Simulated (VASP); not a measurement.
Input of a VASP 6.6.1 run:

File INCAR:

```
SYSTEM = MnS
PREC = Accurate
ENCUT = 520
EDIFF = 1E-7
ISMEAR = 0
SIGMA = 0.15
LREAL = .False.
LASPH = .True.
NELM = 150
ALGO = Normal
ISIF = 2
LWAVE = .False.
LCHARG = .False.
ISPIN = 2
MAGMOM = 0.438 0
LORBIT = 11
NUPDOWN = 0.4375
LMAXMIX = 4
GGA = PS
NBANDS = 20
```

File KPOINTS:

```
regular mesh
0
Gamma
  16 16 16
  0 0 0
```

POSCAR

```
MnS
1.0
    0.0000000000      2.5711303299      2.5711303299
    2.5711303299      0.0000000000      2.5711303299
    2.5711303299      2.5711303299      0.0000000000
Mn S
1 1
Direct
    0.0000000000      0.0000000000      0.0000000000
    0.7500000000      0.7500000000      0.7500000000
```

Potentials or basis: VASP PAW PBE potentials, release 64 (Mn_pv, S).

Launch:

```console
$ cat potpaw_PBE.64/Mn_pv/POTCAR potpaw_PBE.64/S/POTCAR > POTCAR
$ mpirun -np 1 vasp_std > vasp.out
```

Q: Estimate the pressure.

A: -14.8 GPa.

Caveat: the cell stands under tension; the PAW data sets were made with another functional, which shifts forces and pressure a little; the total moment is fixed, so each spin has its own Fermi level and the state may be an excited one; a cell with one magnetic atom can't hold antiferromagnetic order, which such compounds often take.
